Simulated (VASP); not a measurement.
# Ti3Al (P-6m2) in VASP: further runs

Ti3Al is run at these levels: PBE; tasks: single point.

Program: VASP 6.6.1. These are calculated values, not measurements. Logs are shortened: lines on timing, memory, paths and dates and some standing lists are left out, and cuts for length are marked.

**1. The cell of the first run**

Symmetry: P-6m2, No. 187, hexagonal system. The conventional cell has a = 3.012 Å, b = 3.012 Å, c = 8.732 Å, α = 90.00°, β = 90.00°, γ = 120.00°. Within 3.6 Å of Ti (site symmetry -6m2) lie 12 Ti at 2.71 to 3.01 Å. Ti (site symmetry 3m) has 9 Ti at 2.71 to 3.01 Å and 3 Al at 2.87 Å within 3.6 Å. Within 3.8 Å of Al (site symmetry -6m2) lie 6 Ti at 2.87 Å and 6 Al at 3.01 Å.

**2. Single point, PBE**

INCAR reads:

```
SYSTEM = Ti3Al
PREC = Accurate
ENCUT = 520
EDIFF = 1E-6
ISMEAR = 0
SIGMA = 0.15
LREAL = .False.
LASPH = .True.
NELM = 60
ALGO = Fast
ISIF = 2
LWAVE = .False.
LCHARG = .False.
GGA = PE
NBANDS = 28
```

KPOINTS reads:

```
regular mesh
0
Gamma
  15 15 6
  0 0 0
```

POSCAR reads:

```
Ti3Al
1.0
    3.0123075325      0.0000000000      0.0000000000
   -1.5061537662      2.6087348472      0.0000000000
    0.0000000000      0.0000000000      8.7323783060
Ti Al
3 1
Direct
    0.6666666667      0.3333333333      0.0000000000
    0.3333333333      0.6666666667      0.7612900095
    0.3333333333      0.6666666667      0.2387099905
    0.6666666667      0.3333333333      0.5000000000
```

Potentials or basis: VASP PAW PBE potentials, release 64 (Ti_sv, Al).

Launch:

```sh
> cat potpaw_PBE.64/Ti_sv/POTCAR potpaw_PBE.64/Al/POTCAR > POTCAR
> mpirun -np 1 vasp_std > vasp.out
```

OUTCAR:

```text
SYSTEM = Ti3Al
   PREC = Accurate
   ENCUT = 520
   EDIFF = 1E-6
   ISMEAR = 0
   LREAL = .False.
   LASPH = .True.
   NELM = 60
   ISIF = 2
   GGA = PE

 ion  position               nearest neighbor table
   1  0.667  0.333  0.000-   2 2.71   3 2.71   2 2.71   3 2.71   2 2.71   3 2.71
   2  0.333  0.667  0.761-   1 2.71   1 2.71   1 2.71   4 2.87   4 2.87   4 2.87
   3  0.333  0.667  0.239-   1 2.71   1 2.71   1 2.71   4 2.87   4 2.87   4 2.87
   4  0.667  0.333  0.500-   2 2.87   3 2.87   2 2.87   3 2.87   2 2.87   3 2.87

  LATTYP: Found a hexagonal cell.
 ALAT       =     3.0123075325
 C/A-ratio  =     2.8989000000

  Lattice vectors:

 A1 = (   3.0123075325,   0.0000000000,   0.0000000000)
 A2 = (  -1.5061537662,   2.6087348472,   0.0000000000)
 A3 = (   0.0000000000,   0.0000000000,   8.7323783060)

Analysis of symmetry for initial positions (statically):
=====================================================================
 Subroutine PRICEL returns:
 Original cell was already a primitive cell.

 Routine SETGRP: Setting up the symmetry group for a
 hexagonal supercell.

 Subroutine GETGRP returns: Found 12 space group operations
 (whereof 12 operations were pure point group operations)
 out of a pool of 24 trial point group operations.

The static configuration has the point symmetry D_3h.

Analysis of symmetry for dynamics (positions and initial velocities):
=====================================================================
 Subroutine PRICEL returns:
 Original cell was already a primitive cell.

 Routine SETGRP: Setting up the symmetry group for a
 hexagonal supercell.

 Subroutine GETGRP returns: Found 12 space group operations
 (whereof 12 operations were pure point group operations)
 out of a pool of 24 trial point group operations.

The dynamic configuration has the point symmetry D_3h.

 Subroutine INISYM returns: Found 12 space group operations
 (whereof 12 operations are pure point group operations),
 and found     1 'primitive' translations

----------------------------------------------------------------------------------------

                                     Primitive cell

  volume of cell :      68.6218

  direct lattice vectors                    reciprocal lattice vectors
     3.012307532  0.000000000  0.000000000     0.331971417  0.191663787  0.000000000
    -1.506153766  2.608734847  0.000000000     0.000000000  0.383327574  0.000000000
     0.000000000  0.000000000  8.732378306     0.000000000  0.000000000  0.114516340

  length of vectors
     3.012307532  3.012307533  8.732378306     0.383327574  0.383327574  0.114516340
[... 89 lines left out ...]
   IBRION =     -1    ionic relax: 0-MD 1-quasi-New 2-CG
   NFREE  =      0    steps in history (QN), initial steepest desc. (CG)
   ISIF   =      2    stress and relaxation
   ISYM   =      2    0-nonsym 1-usesym 2-fastsym
   POTIM  = 0.5000    time-step for ionic-motion
   TEBEG  =    0.0;   TEEND  =   0.0 temperature during run
   PSTRESS=    0.0 pullay stress
   NELECT =      39.0000    total number of electrons
   NUPDOWN=      -1.0000    fix difference up-down
   EMIN   =  10.00;   EMAX   =-10.00  energy-range for DOS
   EFERMI =   0.00;   METHOD = LEGACY
   ISMEAR =     0;   SIGMA  =   0.15  broadening in eV -4-tet -1-fermi 0-gaus
   EFERMI_NEDOS =   21; number of points for ismear=-14 and -15
   IALGO  =     68    algorithm
   IMIX   =      4    mixing-type and parameters
     AMIX     =   0.40;   BMIX     =  1.00
     AMIX_MAG =   1.60;   BMIX_MAG =  1.00
  volume/ion in A,a.u.               =      17.16       115.77
  Fermi-wavevector in a.u.,A,eV,Ry     =   1.356050  2.562563 25.019375  1.838872
  Thomas-Fermi vector in A             =   2.483086
   LORBIT       =      0    0 simple, 1 ext, 2 COOP (PROOUT), +10 PAW based schemes
   GGA     = PE    functional components
   LHFCALC =     F    Hartree Fock is set to
   AEXX    =    0.0000 exact exchange contribution
   IVDW    =     0    specifies the selected vdW correction
   LEPSILON=     F    determine dielectric tensor
   LRPA    =     F    only Hartree local field effects (RPA)
 non-spin polarized calculation
 RMM-DIIS sequential band-by-band and
 Gauss-broadening in eV      SIGMA  =   0.15
  energy-cutoff  :      520.00
  volume of cell :       68.62
 maximum number of plane-waves:      1882
 NGX is ok and might be reduce to    24

 number of electron      39.0000010 magnetization

 Free energy of the ion-electron system (eV)
  ---------------------------------------------------
  ext. energy  EPLUGINS =         0.00000000
  ---------------------------------------------------
  free energy    TOTEN  =       -27.56177148 eV

  energy without entropy =      -27.52591707  energy(sigma->0) =      -27.54384428

 E-fermi :   7.9382     XC(G=0): -11.1722

 val. band max:        7.9379322650   @ k =   0.3333   0.3333   0.3333
 cond. band min:       7.9384410715   @ k =   0.2000   0.0000   0.5000
 fundamental gap:      0.0005088065
 Fermi energy:         7.9382349394

 k-point     1 :       0.0000    0.0000    0.0000
  band No.  band energies     occupation
      1     -48.7977      2.00000
      2     -48.7386      2.00000
      3     -48.5915      2.00000
      4     -25.3874      2.00000
      5     -25.0779      2.00000
      6     -24.8051      2.00000
[... 733 lines left out ...]
     27      10.9553      0.00000
     28      11.7571      0.00000

 [... further k-points ...]

------------------------ aborting loop because EDIFF is reached ----------------------------------------

  FORCE on cell =-STRESS in cart. coord.  units (eV):
  Direction    XX          YY          ZZ          XY          YZ          ZX
  --------------------------------------------------------------------------------------
  -------------------------------------------------------------------------------------
  Total       -1.2626686     -1.2626686      4.2472705     -0.0000000      0.0000000      0.0000000
  in kB      -29.4807248    -29.4807248     99.1650688     -0.0000000      0.0000000      0.0000000
  external PRESSURE =      13.4012064 kB  Pullay stress =       0.0000000 kB

 VOLUME and BASIS-vectors are now :
 -----------------------------------------------------------------------------
  energy-cutoff  :      520.00
  volume of cell :       68.62
      direct lattice vectors                 reciprocal lattice vectors
     3.012307532  0.000000000  0.000000000     0.331971417  0.191663787  0.000000000
    -1.506153766  2.608734847  0.000000000     0.000000000  0.383327574  0.000000000
     0.000000000  0.000000000  8.732378306     0.000000000  0.000000000  0.114516340

 POSITION                                       TOTAL-FORCE (eV/Angst)
 -----------------------------------------------------------------------------------
      1.50615      0.86958      0.00000        -0.000000      0.000000      0.000000
     -0.00000      1.73916      6.64787         0.000000     -0.000000     -0.871085
     -0.00000      1.73916      2.08451         0.000000     -0.000000      0.871085
      1.50615      0.86958      4.36619         0.000000     -0.000000      0.000000
 -----------------------------------------------------------------------------------
    total drift:                                0.000000     -0.000000      0.000000

  FREE ENERGIE OF THE ION-ELECTRON SYSTEM (eV)
  ---------------------------------------------------
  free  energy   TOTEN  =       -27.5617714841 eV

  energy  without entropy=      -27.5259170744  energy(sigma->0) =      -27.54384428
```

stdout:

```text
POSCAR found type information on POSCAR TiAl
 POSCAR found :  2 types and       4 ions
 scaLAPACK will be used
 LDA part: xc-table for (Slater+PW92), standard interpolation
 POSCAR, INCAR and KPOINTS ok, starting setup
 FFT: planning ... GRIDC
 FFT: planning ... GRID_SOFT
 FFT: planning ... GRID
 WAVECAR not read
 entering main loop
WARNING in EDDRMM: call to ZHEGV failed, returncode =   6  3      6
WARNING in EDDRMM: call to ZHEGV failed, returncode =   8  4      9
WARNING in EDDRMM: call to ZHEGV failed, returncode =   6  3      8
WARNING in EDDRMM: call to ZHEGV failed, returncode =   8  4      9
WARNING in EDDRMM: call to ZHEGV failed, returncode =   8  4      4
WARNING in EDDRMM: call to ZHEGV failed, returncode =   6  3     16
WARNING in EDDRMM: call to ZHEGV failed, returncode =   6  3     12
WARNING in EDDRMM: call to ZHEGV failed, returncode =   8  4      6
WARNING in EDDRMM: call to ZHEGV failed, returncode =   8  4     12
WARNING in EDDRMM: call to ZHEGV failed, returncode =   8  4     25
WARNING in EDDRMM: call to ZHEGV failed, returncode =   6  3     15
WARNING in EDDRMM: call to ZHEGV failed, returncode =   6  3     11
WARNING in EDDRMM: call to ZHEGV failed, returncode =   8  4     14
WARNING in EDDRMM: call to ZHEGV failed, returncode =   8  4     19
WARNING in EDDRMM: call to ZHEGV failed, returncode =   6  3     23
WARNING in EDDRMM: call to ZHEGV failed, returncode =   8  4     21
WARNING in EDDRMM: call to ZHEGV failed, returncode =   8  4     18
WARNING in EDDRMM: call to ZHEGV failed, returncode =   8  4     10
WARNING in EDDRMM: call to ZHEGV failed, returncode =   6  3     18
```

Run time: 14 min. Hardware: 1 thread of Intel Xeon Platinum 8375C at 2.90GHz (Ice Lake), shared host; peak memory 0.31 GiB.

Results:

| Quantity | Value |
| --- | --- |
| Free energy | -27.5618 eV |
| Pressure | 1.3 GPa |
| Largest force | 0.871 eV/Å |
| Band gap on the k mesh | zero (an odd number of electrons rules out a gap without spin polarisation) |

Forces in eV/Å, atoms in the order of the input:
```
Ti   0.000  0.000  0.000
Ti   0.000  0.000 -0.871
Ti   0.000  0.000  0.871
Al   0.000  0.000  0.000
```

**3. Single point, PBE**

This run uses another cell than the first one, of the same volume but with other edges.

INCAR reads:

```
SYSTEM = Ti3Al
ALGO     = Fast           ! electronic algorithm
EDIFF    = 1E-7           ! SCF threshold, eV
ENCUT    = 520            ! plane-wave cutoff, eV
GGA      = PE             ! functional
ISIF     = 2              ! what is computed and relaxed
ISMEAR   = 0              ! smearing method
LASPH    = .True.         ! aspherical terms in the spheres
LCHARG   = .False.        ! write CHGCAR
LREAL    = .False.        ! projectors in reciprocal space
LWAVE    = .False.        ! write WAVECAR
NBANDS   = 28             ! bands
NELM     = 80             ! most SCF steps
PREC     = Accurate       ! precision mode
SIGMA    = 0.15           ! smearing width, eV
```

KPOINTS reads:

```
k-points
0
Gamma
  15 15 6
  0 0 0
```

POSCAR reads:

```
Ti3Al
1.0
    2.8794395691      0.0000000000      0.0000000000
   -1.4397197845      2.4936678155      0.0000000000
    0.0000000000      0.0000000000      9.5568599297
Ti Al
3 1
Direct
    0.6666666667      0.3333333333      0.0000000000
    0.3333333333      0.6666666667      0.7342089107
    0.3333333333      0.6666666667      0.2657910893
    0.6666666667      0.3333333333      0.5000000000
```

Potentials or basis: VASP PAW PBE potentials, release 64 (Ti_sv, Al).

Launch:

```sh
> cat potpaw_PBE.64/Ti_sv/POTCAR potpaw_PBE.64/Al/POTCAR > POTCAR
> mpirun -np 1 vasp_std > vasp.out
```

Run time: 19 min. Hardware: 1 thread of Intel Xeon Platinum 8375C at 2.90GHz (Ice Lake), shared host; peak memory 0.31 GiB.

Results (log left out):

| Property | Result |
| --- | --- |
| Free energy | -27.6211 eV |
| Pressure | 0.0 GPa |
| Largest force | 0.862 eV/Å |
| Band gap on the k mesh | zero (an odd number of electrons rules out a gap without spin polarisation) |

Forces in eV/Å, atoms in the order of the input:
```
Ti   0.000  0.000  0.000
Ti   0.000  0.000  0.862
Ti   0.000  0.000 -0.862
Al   0.000  0.000  0.000
```

Stress tensor (GPa, compression positive):
```
 1.06  0.00  0.00
 0.00  1.06  0.00
 0.00  0.00 -2.01
```

Levels at points of the mesh, in eV from the Fermi level:
```
           k point  band 18  band 19  band 20  band 21  band 22  band 23
(0.00, 0.00, 0.00)    -0.13     0.11     0.99     0.99     1.12     1.12
(0.00, 0.00, 0.50)    -0.17     0.19     0.99     0.99     1.11     1.11
```
